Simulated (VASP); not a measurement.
# BAs (I-4m2) in VASP: further runs

BAs is run at these levels: r2SCAN; tasks: single point.

All numbers are computed with VASP 6.6.1; they aren't measurements. Logs are shortened: lines on timing, memory, paths and dates and some standing lists are left out, and cuts for length are marked.

### Step 1. The cell of the first run

It takes space group I-4m2 (No. 119, tetragonal). The conventional cell has a = 3.571 Å, b = 3.571 Å, c = 4.293 Å, α = 90.00°, β = 90.00°, γ = 90.00°. B (site symmetry -4m2) has 4 As at 2.08 Å within 2.8 Å. Within 2.8 Å of As (site symmetry -4m2) lie 4 B at 2.08 Å.

### Step 2. Single point, r2SCAN

Input file POSCAR:

```
BAs
1.0
    0.0000000000      2.5250685107      2.1463082341
    2.5250685107      0.0000000000      2.1463082341
    2.5250685107      2.5250685107      0.0000000000
B As
1 1
Direct
    0.0000000000      0.0000000000      0.0000000000
    0.7500000000      0.7500000000      0.7500000000
```

Input file INCAR.step1:

```
SYSTEM = BAs
PREC = Accurate
ENCUT = 520
ISMEAR = 0
SIGMA = 0.05
LREAL = .FALSE.
LASPH = .TRUE.
NELM = 60
NBANDS = 11
GGA = PE
ALGO = Normal
EDIFF = 1E-4
LWAVE = .TRUE.
LCHARG = .FALSE.
```

Input file INCAR.step2:

```
SYSTEM = BAs
PREC = Accurate
ENCUT = 520
EDIFF = 1E-7
ISMEAR = 0
SIGMA = 0.05
LREAL = .FALSE.
LASPH = .TRUE.
NELM = 60
ALGO = Normal
ISIF = 2
LWAVE = .FALSE.
LCHARG = .FALSE.
METAGGA = R2SCAN
LMIXTAU = .TRUE.
NBANDS = 11
ISTART = 1
```

Input file KPOINTS:

```
Automatic mesh
0
G
  12 12 12
  0 0 0
```

Potentials or basis: VASP PAW PBE potentials, release 64 (B, As).

The run is started by

```bash
> cat potpaw_PBE.64/B/POTCAR potpaw_PBE.64/As/POTCAR > POTCAR
> cp INCAR.step1 INCAR
> mpirun -np 1 vasp_std > vasp.out
> cp INCAR.step2 INCAR
> mpirun -np 1 vasp_std > vasp.out
```

OUTCAR:

```text
SYSTEM = BAs
   PREC = Accurate
   ENCUT = 520
   EDIFF = 1E-7
   ISMEAR = 0
   LREAL = .FALSE.
   LASPH = .TRUE.
   NELM = 60
   ISIF = 2
   METAGGA = R2SCAN
   ISTART = 1

 ion  position               nearest neighbor table
   1  0.000  0.000  0.000-   2 2.08   2 2.08   2 2.08   2 2.08
   2  0.750  0.750  0.750-   1 2.08   1 2.08   1 2.08   1 2.08

  LATTYP: Found a body centered tetragonal cell.
 ALAT       =     3.5709861338
 C/A-ratio  =     1.2020815280

  Lattice vectors:

 A1 = (   0.0000000000,  -2.5250685107,  -2.1463082341)
 A2 = (   0.0000000000,   2.5250685107,  -2.1463082341)
 A3 = (   2.5250685107,   0.0000000000,   2.1463082341)

Analysis of symmetry for initial positions (statically):
=====================================================================
 Subroutine PRICEL returns:
 Original cell was already a primitive cell.

 Routine SETGRP: Setting up the symmetry group for a
 body centered tetragonal supercell.

 Subroutine GETGRP returns: Found  8 space group operations
 (whereof  8 operations were pure point group operations)
 out of a pool of 16 trial point group operations.

The static configuration has the point symmetry D_2d.

Analysis of symmetry for dynamics (positions and initial velocities):
=====================================================================
 Subroutine PRICEL returns:
 Original cell was already a primitive cell.

 Routine SETGRP: Setting up the symmetry group for a
 body centered tetragonal supercell.

 Subroutine GETGRP returns: Found  8 space group operations
 (whereof  8 operations were pure point group operations)
 out of a pool of 16 trial point group operations.

The dynamic configuration has the point symmetry D_2d.

 Subroutine INISYM returns: Found  8 space group operations
 (whereof  8 operations are pure point group operations),
 and found     1 'primitive' translations

----------------------------------------------------------------------------------------

                                     Primitive cell

  volume of cell :      27.3696

  direct lattice vectors                    reciprocal lattice vectors
     0.000000000  2.525068511  2.146308234    -0.198014429  0.198014429  0.232958152
     2.525068511  0.000000000  2.146308234     0.198014429 -0.198014429  0.232958152
     2.525068511  2.525068511  0.000000000     0.198014429  0.198014429 -0.232958152

  length of vectors
     3.314002115  3.314002115  3.570986134     0.364264916  0.364264916  0.364264916

  position of ions in fractional coordinates (direct lattice)
     0.000000000  0.000000000  0.000000000
     0.750000000  0.750000000  0.750000000

  ion indices of the primitive-cell ions
   primitive index   ion index
                 1           1
                 2           2

----------------------------------------------------------------------------------------

 KPOINTS: Automatic mesh

Automatic generation of k-mesh.
 Grid dimensions read from file:
 generate k-points for:   12   12   12

 Generating k-lattice:

  Cartesian coordinates                     Fractional coordinates (reciprocal lattice)
    -0.016501202  0.016501202  0.019413179     0.083333333  0.000000000  0.000000000
     0.016501202 -0.016501202  0.019413179     0.000000000  0.083333333  0.000000000
     0.016501202  0.016501202 -0.019413179     0.000000000  0.000000000  0.083333333

  Length of vectors
     0.030355410  0.030355410  0.030355410

  Shift w.r.t. Gamma in fractional coordinates (k-lattice)
     0.000000000  0.000000000  0.000000000

 Subroutine IBZKPT returns following result:
 ===========================================

 Found    163 irreducible k-points:

 Following reciprocal coordinates:
            Coordinates               Weight
  0.000000  0.000000  0.000000      1.000000
  0.083333  0.000000  0.000000      8.000000
  0.166667  0.000000  0.000000      8.000000
  0.250000 -0.000000  0.000000      8.000000
  0.333333  0.000000  0.000000      8.000000
  0.416667 -0.000000  0.000000      8.000000
[... 16 lines left out ...]
  0.500000  0.166667  0.000000      8.000000
 -0.416667  0.166667  0.000000      8.000000
 [... further k-points ...]
   k-points           NKPTS =    163   k-points in BZ     NKDIM =    163   number of bands    NBANDS=     11
   number of dos      NEDOS =    301   number of ions     NIONS =      2
   total plane-waves  NPLWV =  21952
   dimension x,y,z NGX =    28 NGY =   28 NGZ =   28
   dimension x,y,z NGXF=    56 NGYF=   56 NGZF=   56
   ions per type =               1   1
   NGX,Y,Z   is equivalent  to a cutoff of  14.05, 14.05, 13.04 a.u.
   NGXF,Y,Z  is equivalent  to a cutoff of  28.09, 28.09, 26.07 a.u.
 SYSTEM =  BAs
   PREC   = accura    normal or accurate (medium, high low for compatibility)
   ISTART =      1    job   : 0-new  1-cont  2-samecut
   ICHARG =      0    charge: 1-file 2-atom 10-const
   ISPIN  =      1    spin polarized calculation?
   LNONCOLLINEAR =      F non collinear calculations
   LSORBIT =      F    spin-orbit coupling
   LASPH  =      T    aspherical Exc in radial PAW
   ENCUT  =  520.0 eV  38.22 Ry    6.18 a.u.   6.16  6.16  6.64*2*pi/ulx,y,z
   NELM   =     60;   NELMIN=  2; NELMDL=  0     # of ELM steps
   EDIFF  = 0.1E-06   stopping-criterion for ELM
   LREAL  =      F    real-space projection
   EDIFFG = 0.1E-05   stopping-criterion for IOM
   NSW    =      0    number of steps for IOM
   IBRION =     -1    ionic relax: 0-MD 1-quasi-New 2-CG
   NFREE  =      0    steps in history (QN), initial steepest desc. (CG)
   ISIF   =      2    stress and relaxation
   ISYM   =      2    0-nonsym 1-usesym 2-fastsym
   POTIM  = 0.5000    time-step for ionic-motion
   TEBEG  =    0.0;   TEEND  =   0.0 temperature during run
   PSTRESS=    0.0 pullay stress
   NELECT =       8.0000    total number of electrons
   NUPDOWN=      -1.0000    fix difference up-down
   EMIN   =  10.00;   EMAX   =-10.00  energy-range for DOS
   EFERMI =   0.00;   METHOD = LEGACY
   ISMEAR =     0;   SIGMA  =   0.05  broadening in eV -4-tet -1-fermi 0-gaus
   EFERMI_NEDOS =   21; number of points for ismear=-14 and -15
   IALGO  =     38    algorithm
   IMIX   =      4    mixing-type and parameters
     AMIX     =   0.40;   BMIX     =  1.00
     AMIX_MAG =   1.60;   BMIX_MAG =  1.00
  volume/ion in A,a.u.               =      13.68        92.35
  Fermi-wavevector in a.u.,A,eV,Ry     =   1.086464  2.053119 16.060373  1.180404
  Thomas-Fermi vector in A             =   2.222601
   LORBIT       =      0    0 simple, 1 ext, 2 COOP (PROOUT), +10 PAW based schemes
   METAGGA = R2SCAN    functional components
   LHFCALC =     F    Hartree Fock is set to
   AEXX    =    0.0000 exact exchange contribution
   IVDW    =     0    specifies the selected vdW correction
   LEPSILON=     F    determine dielectric tensor
   LRPA    =     F    only Hartree local field effects (RPA)
 non-spin polarized calculation
 Gauss-broadening in eV      SIGMA  =   0.05
  energy-cutoff  :      520.00
  volume of cell :       27.37
 maximum number of plane-waves:       764
 NGX is ok and might be reduce to    28

 number of electron       8.0000001 magnetization

 Free energy of the ion-electron system (eV)
  ---------------------------------------------------
  ext. energy  EPLUGINS =         0.00000000
  ---------------------------------------------------
  free energy    TOTEN  =       -21.97843985 eV

  energy without entropy =      -21.97829282  energy(sigma->0) =      -21.97836633

 E-fermi :   6.3046     XC(G=0): -11.1385

 val. band max:        6.2955765923   @ k =   0.4167   0.3333   0.0000
 cond. band min:       6.3738624356   @ k =   0.5000   0.4167   0.0000
 fundamental gap:      0.0782858433
 Fermi energy:         6.3046004253

 k-point     1 :       0.0000    0.0000    0.0000
  band No.  band energies     occupation
      1     -10.1054      2.00000
      2       5.5201      2.00000
      3       5.5201      2.00000
      4       6.9270      0.00000
      5       8.8364      0.00000
      6      10.0006      0.00000
      7      10.0006      0.00000
      8      10.8322      0.00000
      9      16.5178      0.00000
     10      17.2911      0.00000
     11      19.6796      0.00000

 k-point     2 :       0.0833    0.0000    0.0000
  band No.  band energies     occupation
      1      -9.9843      2.00000
      2       4.7310      2.00000
      3       5.2662      2.00000
      4       6.4542      0.00002
      5       8.9521      0.00000
      6      10.2314      0.00000
      7      10.2399      0.00000
      8      11.5666      0.00000
      9      16.9280      0.00000
     10      16.9708      0.00000
     11      18.5012      0.00000

 k-point     3 :       0.1667    0.0000    0.0000
  band No.  band energies     occupation
      1      -9.6250      2.00000
      2       2.8937      2.00000
      3       4.7022      2.00000
      4       5.9083      2.00000
      5       8.9244      0.00000
      6      10.6425      0.00000
      7      10.6436      0.00000
      8      13.1261      0.00000
      9      16.7851      0.00000
     10      17.2420      0.00000
     11      18.6704      0.00000

 k-point     4 :       0.2500   -0.0000    0.0000
  band No.  band energies     occupation
      1      -9.0427      2.00000
      2       0.8678      2.00000
      3       4.1053      2.00000
      4       5.4765      2.00000
      5       8.6355      0.00000
      6      10.7726      0.00000
      7      11.3297      0.00000
      8      14.6167      0.00000
      9      17.0049      0.00000
     10      17.5220      0.00000
     11      19.8428      0.00000
[... 239 lines left out ...]
 k-point    22 :       0.4167    0.1667    0.0000
  band No.  band energies     occupation
      1      -7.3361      2.00000
      2      -1.5931      2.00000
      3       2.3861      2.00000
      4       3.4311      2.00000
      5       8.1232      0.00000
      6      11.6074      0.00000
      7      12.4341      0.00000
      8      13.4478      0.00000
      9      19.6538      0.00000
     10      21.3917      0.00000
     11      21.9529      0.00000

 k-point    23 :       0.5000    0.1667    0.0000
  band No.  band energies     occupation
      1      -6.6943      2.00000
      2      -2.6741      2.00000
      3       2.3694      2.00000
      4       3.0896      2.00000
      5       8.1908      0.00000
      6      12.1764      0.00000
      7      12.3748      0.00000
      8      13.6309      0.00000
      9      19.4067      0.00000
     10      22.0614      0.00000
     11      22.1380      0.00000

 k-point    24 :      -0.4167    0.1667    0.0000
  band No.  band energies     occupation
      1      -6.7897      2.00000
      2      -2.5767      2.00000
      3       2.5744      2.00000
      4       2.8339      2.00000
      5       8.2629      0.00000
      6      12.0030      0.00000
      7      12.6102      0.00000
      8      14.8066      0.00000
      9      18.3091      0.00000
     10      20.0378      0.00000
     11      22.0639      0.00000

 [... further k-points ...]
[... 5 lines left out ...]
  --------------------------------------------------------------------------------------
  -------------------------------------------------------------------------------------
  Total       -1.5372454     -1.5372454      2.9900871      0.0000000      0.0000000      0.0000000
  in kB      -89.9881565    -89.9881565    175.0354447      0.0000000      0.0000000      0.0000000
  external PRESSURE =      -1.6469561 kB  Pullay stress =       0.0000000 kB

 VOLUME and BASIS-vectors are now :
 -----------------------------------------------------------------------------
  energy-cutoff  :      520.00
  volume of cell :       27.37
      direct lattice vectors                 reciprocal lattice vectors
     0.000000000  2.525068511  2.146308234    -0.198014429  0.198014429  0.232958152
     2.525068511  0.000000000  2.146308234     0.198014429 -0.198014429  0.232958152
     2.525068511  2.525068511  0.000000000     0.198014429  0.198014429 -0.232958152

 POSITION                                       TOTAL-FORCE (eV/Angst)
 -----------------------------------------------------------------------------------
      0.00000      0.00000      0.00000         0.000000      0.000000      0.000000
      3.78760      3.78760      3.21946        -0.000000     -0.000000     -0.000000
 -----------------------------------------------------------------------------------
    total drift:                               -0.000000     -0.000000      0.000000

  FREE ENERGIE OF THE ION-ELECTRON SYSTEM (eV)
  ---------------------------------------------------
  free  energy   TOTEN  =       -21.9784398452 eV

  energy  without entropy=      -21.9782928203  energy(sigma->0) =      -21.97836633
```

Run time: 2.4 min. Hardware: 1 thread of Intel Xeon Platinum 8488C (Sapphire Rapids), shared host; peak memory 0.2 GiB.

Results:

```
Free energy            : -21.9784 eV
Pressure               : -0.2 GPa
Band gap on the k mesh : zero (bands 4 and 5 overlap by 0.96 eV)
```

Levels at points of the mesh, in eV from the Fermi level:
```csv
k point,band 2,band 3,band 4,band 5,band 6,band 7
"(0.00, 0.00, 0.00)",-0.78,-0.78,0.62,2.53,3.70,3.70
"(0.50, 0.00, 0.00)",-9.47,-3.10,-1.40,1.71,4.09,6.28
"(0.50, 0.50, 0.00)",-8.36,-5.55,-5.55,0.10,0.12,11.76
"(0.50, 0.00, 0.50)",-9.76,-4.05,-3.80,2.12,2.21,9.97
```

Caveat: the PAW data sets were made with another functional, which shifts forces and pressure a little.

### Step 3. Single point, r2SCAN

This run uses another cell than the first one, of the same volume but with other edges.

Input file POSCAR:

```
BAs
1.0
    0.0000000000      2.2508802604      2.7010563125
    2.2508802604      0.0000000000      2.7010563125
    2.2508802604      2.2508802604      0.0000000000
B As
1 1
Direct
    0.0000000000      0.0000000000      0.0000000000
    0.7500000000      0.7500000000      0.7500000000
```

Input file INCAR.step1:

```
PREC = Accurate
ENCUT = 520
ISMEAR = 0
SIGMA = 0.05
LREAL = False
LASPH = True
NELM = 80
NBANDS = 11
GGA = PE
ALGO = Normal
EDIFF = 1E-4
LWAVE = True
LCHARG = False
```

Input file INCAR.step2:

```
PREC = Accurate
ENCUT = 520
EDIFF = 1E-6
ISMEAR = 0
SIGMA = 0.05
LREAL = False
LASPH = True
NELM = 80
ALGO = Normal
ISIF = 2
LWAVE = False
LCHARG = False
METAGGA = R2SCAN
LMIXTAU = True
NBANDS = 11
ISTART = 1
```

Input file KPOINTS:

```
regular mesh
0
Gamma
  12 12 12
```

Potentials or basis: VASP PAW PBE potentials, release 64 (B, As).

The run is started by

```bash
> cat potpaw_PBE.64/B/POTCAR potpaw_PBE.64/As/POTCAR > POTCAR
> cp INCAR.step1 INCAR
> mpirun -np 1 vasp_std > vasp.out
> cp INCAR.step2 INCAR
> mpirun -np 1 vasp_std > vasp.out
```

It took 1.7 min on 1 thread of Intel Xeon Platinum 8488C (Sapphire Rapids), shared host; peak memory 0.19 GiB.

It converged, with:

```yaml
Free_energy: -21.7632 eV
Pressure: 0.5 GPa
Band_gap_on_the_k_mesh: zero (bands 4 and 5 overlap by 0.07 eV)
```

Stress tensor (GPa, compression positive):
```
 17.36   0.00   0.00
  0.00  17.36   0.00
  0.00   0.00 -33.14
```

Levels at points of the mesh, in eV from the Fermi level:
```
           k point  band 1  band 2  band 3  band 4  band 5  band 6  band 7  band 8  band 9
(0.00, 0.00, 0.00)  -16.82   -2.23    0.05    0.05    2.53    2.53    3.66    3.74    9.81
(0.50, 0.00, 0.00)  -13.75   -9.87   -3.83   -1.31    0.74    5.13    5.28    9.12   12.15
(0.50, 0.50, 0.00)  -13.41  -10.64   -3.66   -3.66    2.45    2.76   10.99   10.99   11.53
(0.50, 0.00, 0.50)  -11.79   -9.19   -5.61   -5.24    0.27    0.33    9.12   11.01   12.06
```

Caveat: semilocal functionals underestimate gaps, so a narrow gap can read as zero; the PAW data sets were made with another functional, which shifts forces and pressure a little.

### Step 4. Single point, r2SCAN

This run uses another cell than the first one, of the same volume but with other edges.

Input file POSCAR:

```
BAs
1.0
    0.0000000000      2.5984514512      2.0267921320
    2.5984514512      0.0000000000      2.0267921320
    2.5984514512      2.5984514512      0.0000000000
B As
1 1
Direct
    0.0000000000      0.0000000000      0.0000000000
    0.7500000000      0.7500000000      0.7500000000
```

Input file INCAR.step1:

```
SYSTEM = BAs
PREC = Accurate
ENCUT = 520
ISMEAR = 0
SIGMA = 0.05
LREAL = .False.
LASPH = .True.
NELM = 80
NBANDS = 11
GGA = PE
ALGO = Normal
EDIFF = 1E-4
LWAVE = .True.
LCHARG = .False.
```

Input file INCAR.step2:

```
SYSTEM = BAs
PREC = Accurate
ENCUT = 520
EDIFF = 1E-7
ISMEAR = 0
SIGMA = 0.05
LREAL = .False.
LASPH = .True.
NELM = 80
ALGO = Normal
ISIF = 2
LWAVE = .False.
LCHARG = .True.
METAGGA = R2SCAN
LMIXTAU = .True.
LELF = .True.
LVHAR = .True.
NBANDS = 11
ISTART = 1
```

Input file KPOINTS:

```
regular mesh
0
Gamma
  12 12 12
  0 0 0
```

The run is started by

```bash
> cat potpaw_PBE.64/B/POTCAR potpaw_PBE.64/As/POTCAR > POTCAR
> cp INCAR.step1 INCAR
> mpirun -np 1 vasp_std > vasp.out
> cp INCAR.step2 INCAR
> mpirun -np 1 vasp_std > vasp.out
```

It took 2.3 min on 1 thread of Intel Xeon Platinum 8488C (Sapphire Rapids), shared host; peak memory 0.2 GiB.

Results (log left out):

```
Free energy            : -21.6870 eV
Pressure               : -1.1 GPa
Band gap on the k mesh : zero (bands 4 and 5 overlap by 2.02 eV)
```

Stress tensor (GPa, compression positive):
```
-11.93   0.00   0.00
  0.00 -11.93   0.00
  0.00   0.00  20.43
```

Levels at points of the mesh, in eV from the Fermi level:
```
           k point  band 2  band 3  band 4  band 5  band 6  band 7
(0.00, 0.00, 0.00)   -0.69   -0.69    1.33    2.68    4.45    4.45
(0.50, 0.00, 0.00)   -9.10   -3.12   -0.85    1.34    4.08    7.18
(0.50, 0.50, 0.00)   -7.49   -5.66   -5.66   -0.10   -0.04   12.00
(0.50, 0.00, 0.50)   -9.63   -3.31   -2.98    3.00    3.03    9.17
```

Caveat: the PAW data sets were made with another functional, which shifts forces and pressure a little.

### Step 5. Single point, r2SCAN

This run uses another cell than the first one, of the same volume but with other edges.

Input file POSCAR:

```
BAs
1.0
    0.0000000000      2.1916188332      2.8491044831
    2.1916188332      0.0000000000      2.8491044831
    2.1916188332      2.1916188332      0.0000000000
B As
1 1
Direct
    0.0000000000      0.0000000000      0.0000000000
    0.7500000000      0.7500000000      0.7500000000
```

Input file INCAR.step1:

```
SYSTEM = BAs
ALGO = Normal
EDIFF = 1E-4
ENCUT = 520
GGA = PE
ISMEAR = 0
LASPH = .TRUE.
LCHARG = .FALSE.
LREAL = .FALSE.
LWAVE = .TRUE.
NBANDS = 11
NELM = 60
PREC = Accurate
SIGMA = 0.05
```

Input file INCAR.step2:

```
SYSTEM = BAs
ALGO = Normal
EDIFF = 1E-7
ENCUT = 520
ISIF = 2
ISMEAR = 0
ISTART = 1
LASPH = .TRUE.
LCHARG = .FALSE.
LMIXTAU = .TRUE.
LREAL = .FALSE.
LWAVE = .FALSE.
METAGGA = R2SCAN
NBANDS = 11
NELM = 60
PREC = Accurate
SIGMA = 0.05
```

Input file KPOINTS:

```
k-points
0
G
  12 12 12
  0 0 0
```

The run is started by

```bash
> cat potpaw_PBE.64/B/POTCAR potpaw_PBE.64/As/POTCAR > POTCAR
> cp INCAR.step1 INCAR
> mpirun -np 1 vasp_std > vasp.out
> cp INCAR.step2 INCAR
> mpirun -np 1 vasp_std > vasp.out
```

Wall time 2.4 min (1 thread of Intel Xeon Platinum 8488C (Sapphire Rapids), shared host); peak memory 0.19 GiB.

It converged, with:

```
Free energy            : -21.1890 eV
Pressure               : 1.2 GPa
Band gap on the k mesh : zero (bands 4 and 5 overlap by 0.72 eV)
```

Stress tensor (GPa, compression positive):
```
 26.13   0.00   0.00
  0.00  26.13   0.00
  0.00   0.00 -48.53
```

Levels at points of the mesh, in eV from the Fermi level:
```csv
k point,band 2,band 3,band 4,band 5,band 6,band 7
"(0.00, 0.00, 0.00)",-3.10,0.40,0.40,2.50,2.50,2.59
"(0.50, 0.00, 0.00)",-9.89,-4.39,-0.68,-0.23,5.41,6.03
"(0.50, 0.50, 0.00)",-11.02,-3.05,-3.05,3.10,3.54,10.55
"(0.50, 0.00, 0.50)",-8.98,-5.86,-5.30,-0.06,0.07,7.88
```

Caveat: semilocal functionals underestimate gaps, so a narrow gap can read as zero; the PAW data sets were made with another functional, which shifts forces and pressure a little.

(Continued in part 2 of 2.)
